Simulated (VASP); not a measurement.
Runs of VASP 6.6.1 on Mo3W. The structure is that of space group Fm-3m (No. 225), or close to it. The cells are those of the table. 

```csv
task,spin,cell,k mesh,cutoff (eV),gap on the mesh (eV),pressure (GPa)
relaxation of cell and atoms,off,"relaxed from a = 4.481 Å, angles 60.0°, 4 atoms",6 × 6 × 6,600,none,-0.2
single point,off,"a = 4.477 Å, angles 60.0°, 4 atoms",12 × 12 × 12,520,none,0.5
single point,off,"a = 4.654 Å, angles 60.0°, 4 atoms",4 × 4 × 4,520,0.35,(a)
single point,collinear,"a = 4.477 Å, angles 60.0°, 4 atoms",6 × 6 × 6,520,none,0.5
```

Alike in all rows: level PBE; potentials or basis VASP PAW PBE potentials, release 64 (Mo_sv, W_sv); smearing gaussian 0.1 eV.

**Question.** Fill in the values left out.

**Answer.** (a) -24.2.

Caveats: spin-orbit coupling is left out, which moves the levels of the heavy elements; the relaxation stopped at its first step, so nothing moved (at least some runs); the cell stands under tension (at least some runs).

A k mesh can miss the band edges, and the runs leave out spin-orbit coupling on Mo, W.

A gap of «none» marks levels without a gap at the run's occupations.
